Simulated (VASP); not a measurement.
MgH2:

```
Mg H
1.0
     4.48495    0.00000    0.00000
     0.00000    4.48495    0.00000
     0.00000    0.00000    2.99641
Mg H
2 4
Direct
  0.00000 0.00000 0.00000
  0.50000 0.50000 0.50000
  0.30468 0.30468 0.00000
  0.19532 0.80468 0.50000
  0.69532 0.69532 0.00000
  0.80468 0.19532 0.50000
```

Base run:

| Quantity | Value |
| --- | --- |
| Program | VASP 6.6.1 |
| Functional | PBE0 |
| Potentials or basis | VASP PAW PBE potentials, release 64 (Mg, H) |
| Cutoff | 520 eV |
| k mesh | 4 × 4 × 6 |
| Occupations | gaussian, width 0.01 eV |
| Spin | no spin polarisation |

Its results: band gap on the k mesh 5.79 eV, indirect (least direct gap 6.62 eV); pressure -0.2 GPa; largest force 0.009 eV/Å.

**Question.** After a change of settings the same cell gave: band gap on the k mesh 5.04 eV, indirect (least direct gap 5.87 eV); pressure -0.2 GPa; largest force 0.008 eV/Å. Which change was it?
A. functional from PBE0 to HSE06
B. functional from PBE0 to PBE
C. functional from PBE0 to PBE; further incar settings from ALGO = Normal; EDIFF = 1e-06; NBANDS = 13 to ALGO = Normal; EDIFF = 1e-07; NBANDS = 13

**Answer.** A.

Caveats: the PAW data sets were made with another functional, which shifts forces and pressure a little.
